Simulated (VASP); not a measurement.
Input of a VASP 6.6.1 run:

File INCAR:

```
SYSTEM = Au
PREC = Accurate
ENCUT = 520
EDIFF = 1E-6
ISMEAR = -1
SIGMA = 0.05
LREAL = .False.
LASPH = .True.
NELM = 80
ALGO = Fast
ISIF = 2
LWAVE = .False.
LCHARG = .False.
GGA = CA
NBANDS = 12
```

The input KPOINTS:

```
regular mesh
0
Gamma
  11 11 11
  0 0 0
```

File POSCAR:

```
Au
1.0
   -1.6572690000      1.6572690000      1.6572690000
    1.6572690000     -1.6572690000      1.6572690000
    1.6572690000      1.6572690000     -1.6572690000
Au
1
Direct
    0.0000000000      0.0000000000      0.0000000000
```

Potentials or basis: VASP PAW LDA potentials, release 64 (Au).

Run with:

```sh
$ cat potpaw_LDA.64/Au/POTCAR > POTCAR
$ mpirun -np 1 vasp_std > vasp.out
```

Q: Estimate the pressure.

A: -12.7 GPa.
